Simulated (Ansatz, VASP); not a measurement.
## One calculation of PtSe2, two programs

```xyz
6
Lattice="3.7070 0.0000 0.0000 -1.8535 3.2104 0.0000 0.0000 0.0000 22.7982" Properties=species:S:1:pos:R:3 pbc="T T T"
Se    1.8535    1.0701    4.5000
Se    0.0000    2.1403    7.1491
Se    0.9268    2.6753   10.8091
Se   -0.9268    3.7455   13.4582
Pt    0.0000    0.0000    5.8245
Pt   -0.9268    1.6052   12.1336
```

Alike in both runs: task single point; functional PBE; dispersion D3(BJ); k mesh 9 × 9 × 1; occupations gaussian, width 0.05 eV; no spin polarisation.

|  | VASP | Ansatz |
| --- | --- | --- |
| version | VASP 6.6.1 | Ansatz 0.2.0 |
| potentials or method | VASP PAW PBE potentials, release 64 (Se, Pt), cutoff 520 eV | scalar-relativistic, plane waves, PAW |
| valence electrons in the cell | 44 | 100 |

```tsv
	VASP	Ansatz	Ansatz less VASP
gap on the k mesh at the Fermi level (eV)	1.02	1.02	+0.008
least direct gap on the mesh (eV)	1.20	1.21	+0.009
rms of the force components (eV/Å)	0.027	0.027	+0.0001
```

VASP's potentials hold 44 valence electrons a cell and Ansatz's 100, so a difference there can come from the potentials and not from the codes.

Neither program's run includes spin-orbit coupling.
